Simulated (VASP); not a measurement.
# Ga4AsP3 (P-43m) in VASP: further runs, part 2 of 2

VASP 6.6.1. Earlier steps stand in the parts before.

**4. Single point, PBE**

Input file INCAR:

```
SYSTEM = Ga4AsP3
ALGO = Normal
EDIFF = 1E-6
ENCUT = 520
GGA = PE
ISIF = 2
ISMEAR = 0
LASPH = .TRUE.
LCHARG = .FALSE.
LREAL = .FALSE.
LWAVE = .FALSE.
NBANDS = 46
NELM = 80
PREC = Accurate
SIGMA = 0.1
```

Input file KPOINTS:

```
k-points
0
G
  4 4 4
  0 0 0
```

Input file POSCAR:

```
Ga4AsP3
1.0
    5.5601660906      0.0000000000      0.0000000000
    0.0000000000      5.5601660906      0.0000000000
    0.0000000000      0.0000000000      5.5601660906
Ga P As
4 3 1
Direct
    0.7541368987      0.7541368987      0.2458631013
    0.7541368987      0.2458631013      0.7541368987
    0.2458631013      0.7541368987      0.7541368987
    0.2458631013      0.2458631013      0.2458631013
    0.5000000000      0.0000000000      0.0000000000
    0.0000000000      0.5000000000      0.0000000000
    0.0000000000      0.0000000000      0.5000000000
    0.5000000000      0.5000000000      0.5000000000
```

Command:

```console
$ cat potpaw_PBE.64/Ga_d/POTCAR potpaw_PBE.64/P/POTCAR potpaw_PBE.64/As/POTCAR > POTCAR
$ mpirun -np 1 vasp_std > vasp.out
```

It took 2.5 min on 1 thread of Intel Xeon 8259CL, shared host; peak memory 0.28 GiB.

The run converged. Its results:

- Free energy: -35.5863 eV
- Pressure: 0.2 GPa
- Largest force: 0.055 eV/Å
- Band gap on the k mesh: 1.18 eV

Forces in eV/Å, atoms in the order of the input:
```
Ga   0.032  0.032 -0.032
Ga   0.032 -0.032  0.032
Ga  -0.032  0.032  0.032
Ga  -0.032 -0.032 -0.032
P    0.000  0.000  0.000
P    0.000  0.000  0.000
P    0.000  0.000  0.000
As   0.000  0.000  0.000
```

Levels at points of the mesh, in eV from the valence-band top:
| k point | band 32 | band 33 | band 34 | band 35 | band 36 | band 37 | band 38 | band 39 | band 40 | band 41 |
| --- | --- | --- | --- | --- | --- | --- | --- | --- | --- | --- |
| (0.00, 0.00, 0.00) | -2.54 | -2.54 | 0.00 | 0.00 | 0.00 | 1.18 | 1.45 | 1.78 | 1.78 | 1.78 |
| (0.50, 0.00, 0.00) | -3.20 | -1.75 | -1.75 | -1.49 | -1.49 | 2.04 | 2.24 | 3.43 | 3.55 | 4.62 |
| (0.50, 0.50, 0.00) | -3.16 | -1.37 | -1.24 | -1.03 | -1.03 | 2.86 | 2.86 | 3.01 | 3.19 | 5.44 |
| (0.50, 0.50, 0.50) | -1.18 | -1.18 | -0.87 | -0.87 | -0.87 | 1.37 | 1.39 | 1.39 | 1.39 | 4.55 |

**5. Single point, PBE**

Input file INCAR:

```
ALGO     = Normal         # electronic algorithm
EDIFF    = 1E-6           # SCF threshold, eV
ENCUT    = 520            # plane-wave cutoff, eV
GGA      = PE             # functional
ISIF     = 2              # what is computed and relaxed
ISMEAR   = 0              # smearing method
LASPH    = True           # aspherical terms in the spheres
LCHARG   = False          # write CHGCAR
LREAL    = False          # projectors in reciprocal space
LWAVE    = False          # write WAVECAR
NBANDS   = 46             # bands
NELM     = 100            # most SCF steps
PREC     = Accurate       # precision mode
SIGMA    = 0.02           # smearing width, eV
```

Input file KPOINTS:

```
k-points
0
Gamma
  6 6 6
```

Input file POSCAR:

```
Ga4AsP3
1.0
    5.5637785748      0.0000000000      0.0000000000
    0.0000000000      5.5637785748      0.0000000000
    0.0000000000      0.0000000000      5.5637785748
Ga P As
4 3 1
Direct
    0.7545025415      0.7545025415      0.2454974585
    0.7545025415      0.2454974585      0.7545025415
    0.2454974585      0.7545025415      0.7545025415
    0.2454974585      0.2454974585      0.2454974585
    0.5000000000      0.0000000000      0.0000000000
    0.0000000000      0.5000000000      0.0000000000
    0.0000000000      0.0000000000      0.5000000000
    0.5000000000      0.5000000000      0.5000000000
```

Command:

```console
$ cat potpaw_PBE.64/Ga_d/POTCAR potpaw_PBE.64/P/POTCAR potpaw_PBE.64/As/POTCAR > POTCAR
$ mpirun -np 1 vasp_std > vasp.out
```

Wall time 4.2 min (1 thread of Intel Xeon 8259CL, shared host); peak memory 0.33 GiB.

Results (log left out):

```yaml
Free_energy: -35.6012 eV
Pressure: 0.1 GPa
Largest_force: 0.003 eV/Å
Band_gap_on_the_k_mesh: 1.16 eV
```

Forces in eV/Å, atoms in the order of the input:
```
Ga   0.002  0.002 -0.002
Ga   0.002 -0.002  0.002
Ga  -0.002  0.002  0.002
Ga  -0.002 -0.002 -0.002
P    0.000  0.000  0.000
P    0.000  0.000  0.000
P    0.000  0.000  0.000
As   0.000  0.000  0.000
```

Levels at points of the mesh, in eV from the valence-band top:
| k point | band 33 | band 34 | band 35 | band 36 | band 37 | band 38 | band 39 | band 40 |
| --- | --- | --- | --- | --- | --- | --- | --- | --- |
| (0.00, 0.00, 0.00) | -2.53 | 0.00 | 0.00 | 0.00 | 1.16 | 1.44 | 1.78 | 1.78 |
| (0.50, 0.00, 0.00) | -1.75 | -1.75 | -1.48 | -1.48 | 2.03 | 2.24 | 3.41 | 3.55 |
| (0.50, 0.50, 0.00) | -1.38 | -1.24 | -1.02 | -1.02 | 2.85 | 2.85 | 3.01 | 3.19 |
| (0.50, 0.50, 0.50) | -1.18 | -0.85 | -0.85 | -0.85 | 1.36 | 1.38 | 1.38 | 1.38 |

**6. Relaxation of cell and atoms, PBE**

This run uses another cell than the first one, of 19.77 Å³/atom.

Input file INCAR:

```
SYSTEM = Ga4AsP3
  ALGO = Normal
  EDIFF = 1E-6
  EDIFFG = -0.04
  ENCUT = 600
  GGA = PE
  IBRION = 2
  ISIF = 3
  ISMEAR = 0
  LASPH = .TRUE.
  LCHARG = .FALSE.
  LREAL = .FALSE.
  LWAVE = .FALSE.
  NELM = 80
  NSW = 90
  PREC = Accurate
  SIGMA = 0.1
```

Input file KPOINTS:

```
k-points
0
G
  4 4 4
  0 0 0
```

Input file POSCAR:

```
Ga4AsP3
1.0
    5.4080245900      0.0000000000      0.0000000000
    0.0000000000      5.4080245900      0.0000000000
    0.0000000000      0.0000000000      5.4080245900
Ga P As
4 3 1
Direct
    0.7500000000      0.7500000000      0.2500000000
    0.7500000000      0.2500000000      0.7500000000
    0.2500000000      0.7500000000      0.7500000000
    0.2500000000      0.2500000000      0.2500000000
    0.5000000000      0.0000000000      0.0000000000
    0.0000000000      0.5000000000      0.0000000000
    0.0000000000      0.0000000000      0.5000000000
    0.5000000000      0.5000000000      0.5000000000
```

Potentials or basis: VASP PAW PBE potentials, release 64 (Ga_d, P, As).

Command:

```console
$ cat potpaw_PBE.64/Ga_d/POTCAR potpaw_PBE.64/P/POTCAR potpaw_PBE.64/As/POTCAR > POTCAR
$ mpirun -np 1 vasp_std > vasp.out
```

OUTCAR:

```text
SYSTEM = Ga4AsP3
   EDIFF = 1E-6
   EDIFFG = -0.04
   ENCUT = 600
   GGA = PE
   IBRION = 2
   ISIF = 3
   ISMEAR = 0
   LASPH = .TRUE.
   LREAL = .FALSE.
   NELM = 80
   NSW = 90
   PREC = Accurate

 ion  position               nearest neighbor table
   1  0.750  0.750  0.250-   5 2.34   6 2.34   7 2.34   8 2.34
   2  0.750  0.250  0.750-   5 2.34   6 2.34   7 2.34   8 2.34
   3  0.250  0.750  0.750-   5 2.34   6 2.34   7 2.34   8 2.34
   4  0.250  0.250  0.250-   5 2.34   6 2.34   7 2.34   8 2.34
   5  0.500  0.000  0.000-   1 2.34   2 2.34   3 2.34   4 2.34
   6  0.000  0.500  0.000-   1 2.34   2 2.34   3 2.34   4 2.34
   7  0.000  0.000  0.500-   1 2.34   2 2.34   3 2.34   4 2.34
   8  0.500  0.500  0.500-   1 2.34   2 2.34   3 2.34   4 2.34

  LATTYP: Found a simple cubic cell.
 ALAT       =     5.4080245900

  Lattice vectors:

 A1 = (   5.4080245900,   0.0000000000,   0.0000000000)
 A2 = (   0.0000000000,   5.4080245900,   0.0000000000)
[... 167 lines left out ...]
 number of electron      72.0000022 magnetization

 Free energy of the ion-electron system (eV)
  ---------------------------------------------------
  ext. energy  EPLUGINS =         0.00000000
  ---------------------------------------------------
  free energy    TOTEN  =       -35.20571426 eV

  energy without entropy =      -35.20571426  energy(sigma->0) =      -35.20571426

 E-fermi :   5.4725     XC(G=0): -10.0057

 val. band max:        4.9893782792   @ k =   0.0000   0.0000   0.0000
 cond. band min:       6.4885830438   @ k =   0.0000   0.0000   0.0000
 fundamental gap:      1.4992047646
 Fermi energy:         5.4725372548
[... 1218 lines left out ...]
--------------------------------------- Ionic step        8  -------------------------------------------

 number of electron      72.0000057 magnetization

 Free energy of the ion-electron system (eV)
  ---------------------------------------------------
  ext. energy  EPLUGINS =         0.00000000
  ---------------------------------------------------
  free energy    TOTEN  =       -35.58438079 eV

  energy without entropy =      -35.58438079  energy(sigma->0) =      -35.58438079

 E-fermi :   4.6137     XC(G=0):  -9.6220

 val. band max:        4.1522885947   @ k =   0.0000   0.0000   0.0000
 cond. band min:       5.3121880452   @ k =   0.0000   0.0000   0.0000
 fundamental gap:      1.1598994506
 Fermi energy:         4.6136658220
[... 493 lines left out ...]
  FREE ENERGIE OF THE ION-ELECTRON SYSTEM (eV)
  ---------------------------------------------------
  free  energy   TOTEN  =       -35.5843807899 eV

  energy  without entropy=      -35.5843807899  energy(sigma->0) =      -35.58438079

 reached required accuracy - stopping structural energy minimisation
```

OSZICAR:

```text
N       E                     dE             d eps       ncg     rms          rms(c)
DAV:   1     0.682796819182E+03    0.68280E+03   -0.36087E+04   898   0.276E+03
DAV:   2     0.834068888950E+02   -0.59939E+03   -0.58466E+03   876   0.675E+02
DAV:   3    -0.287702177820E+02   -0.11218E+03   -0.10912E+03  1013   0.196E+02
DAV:   4    -0.360231096424E+02   -0.72529E+01   -0.72080E+01  1062   0.487E+01
[... 77 lines left out ...]
DAV:   3    -0.355844745083E+02    0.58710E-03   -0.41981E-03  1351   0.454E-01    0.500E-02
DAV:   4    -0.355843950724E+02    0.79436E-04   -0.32043E-04  1023   0.126E-01    0.199E-02
DAV:   5    -0.355843826160E+02    0.12456E-04   -0.15298E-05  1186   0.315E-02    0.566E-03
DAV:   6    -0.355843809324E+02    0.16836E-05   -0.55208E-06   844   0.225E-02    0.221E-03
DAV:   7    -0.355843807899E+02    0.14249E-06   -0.62512E-07   510   0.640E-03
   8 F= -.35584381E+02 E0= -.35584381E+02  d E =-.239026E-02
```

CONTCAR:

```text
Ga4AsP3
   1.00000000000000
     5.5623069622261863   -0.0000000000000000   -0.0000000000000000
     0.0000000000000000    5.5623069622261863   -0.0000000000000000
     0.0000000000000000   -0.0000000000000000    5.5623069622261863
  Ga              P               As
     4     3     1
Direct
     0.7545566189313121    0.7545566189313121    0.2454433810686879
     0.7545566189313121    0.2454433810686879    0.7545566189313121
     0.2454433810686879    0.7545566189313121    0.7545566189313121
     0.2454433810686879    0.2454433810686879    0.2454433810686879
     0.5000000000000000    1.0000000000000000    0.0000000000000000
     0.0000000000000000    0.5000000000000000    0.0000000000000000
     1.0000000000000000    0.0000000000000000    0.5000000000000000
     0.5000000000000000    0.5000000000000000    0.5000000000000000

  0.00000000E+00  0.00000000E+00  0.00000000E+00
  0.00000000E+00  0.00000000E+00  0.00000000E+00
  0.00000000E+00  0.00000000E+00  0.00000000E+00
  0.00000000E+00  0.00000000E+00  0.00000000E+00
  0.00000000E+00  0.00000000E+00  0.00000000E+00
  0.00000000E+00  0.00000000E+00  0.00000000E+00
  0.00000000E+00  0.00000000E+00  0.00000000E+00
  0.00000000E+00  0.00000000E+00  0.00000000E+00
```

Run time: 15 min. Hardware: 1 thread of Intel Xeon 8259CL, shared host; peak memory 0.38 GiB.

What came out:

| Item | Value |
| --- | --- |
| Free energy | -35.5844 eV |
| Relaxed volume | 21.51 Å³/atom |
| Relaxed cell | a = 5.562 Å, b = 5.562 Å, c = 5.562 Å, α = 90.00°, β = 90.00°, γ = 90.00° |
| Space group after relaxing (to 0.1 Å) | P-43m (No. 215) |
| Energy gained by relaxing | 47.3 meV/atom |
| Ionic steps | 8 |
| Pressure after relaxing | 0.1 GPa |
| Band gap on the k mesh | 1.16 eV |

Step by step:
| step | energy change (eV) | largest force (eV/Å) | pressure (GPa) | volume (Å³) |
| --- | --- | --- | --- | --- |
| 1 | 0.0000 | 0.8107 | 7.69 | 158.17 |
| 2 | -0.2907 | 0.0268 | -3.14 | 180.90 |
| 3 | -0.3704 | 0.2409 | -0.09 | 173.06 |
| 4 | -0.3701 | 0.2286 | -0.75 | 173.44 |
| 5 | -0.3757 | 0.0816 | 0.59 | 171.06 |
| 6 | -0.3762 | 0.1277 | 0.26 | 171.79 |
| 7 | -0.3763 | 0.1163 | 0.39 | 171.63 |
| 8 | -0.3787 | 0.0055 | 0.10 | 172.09 |

Final structure:
```
Ga P As
1.0
     5.56231    0.00000    0.00000
     0.00000    5.56231    0.00000
     0.00000    0.00000    5.56231
Ga P As
4 3 1
Direct
  0.75456 0.75456 0.24544
  0.75456 0.24544 0.75456
  0.24544 0.75456 0.75456
  0.24544 0.24544 0.24544
  0.50000 0.00000 0.00000
  0.00000 0.50000 0.00000
  0.00000 0.00000 0.50000
  0.50000 0.50000 0.50000
```

Levels at points of the mesh, in eV from the valence-band top:
```csv
k point,band 32,band 33,band 34,band 35,band 36,band 37,band 38,band 39,band 40,band 41
"(0.00, 0.00, 0.00)",-2.53,-2.53,0.00,0.00,0.00,1.16,1.44,1.78,1.78,1.78
"(0.50, 0.00, 0.00)",-3.19,-1.76,-1.76,-1.48,-1.48,2.03,2.24,3.41,3.55,4.61
"(0.50, 0.50, 0.00)",-3.15,-1.39,-1.24,-1.02,-1.02,2.84,2.84,3.01,3.19,5.43
"(0.50, 0.50, 0.50)",-1.19,-1.19,-0.85,-0.85,-0.85,1.36,1.38,1.38,1.38,4.54
```

**7. Overview**

| task | cell | k mesh | cutoff (eV) | smearing | gap on the mesh (eV) | pressure (GPa) | relaxed volume (Å³/atom) |
| --- | --- | --- | --- | --- | --- | --- | --- |
| relaxation of cell and atoms | relaxed from a = 5.560 Å, 8 atoms, atomic positions A | 6 × 6 × 6 | 600 | gaussian 0.02 eV | 1.15 | 0.0 | 21.55 |
| single point | a = 5.408 Å, 8 atoms, atomic positions B | 4 × 4 × 4 | 520 | gaussian 0.1 eV | 1.50 | 7.7 | - |
| single point | a = 5.560 Å, 8 atoms, atomic positions A | 4 × 4 × 4 | 520 | gaussian 0.1 eV | 1.18 | 0.2 | - |
| single point | a = 5.564 Å, 8 atoms, atomic positions A | 6 × 6 × 6 | 520 | gaussian 0.02 eV | 1.16 | 0.1 | - |
| relaxation of cell and atoms | relaxed from a = 5.408 Å, 8 atoms, atomic positions B | 4 × 4 × 4 | 600 | gaussian 0.1 eV | 1.16 | 0.1 | 21.51 |

Alike in all rows: level PBE; potentials or basis VASP PAW PBE potentials, release 64 (Ga_d, P, As); no spin polarisation.

Caveats: the cell stands under pressure (at least some runs).

Total energies depend on the potentials used, so only differences within one code and one set of settings carry meaning.
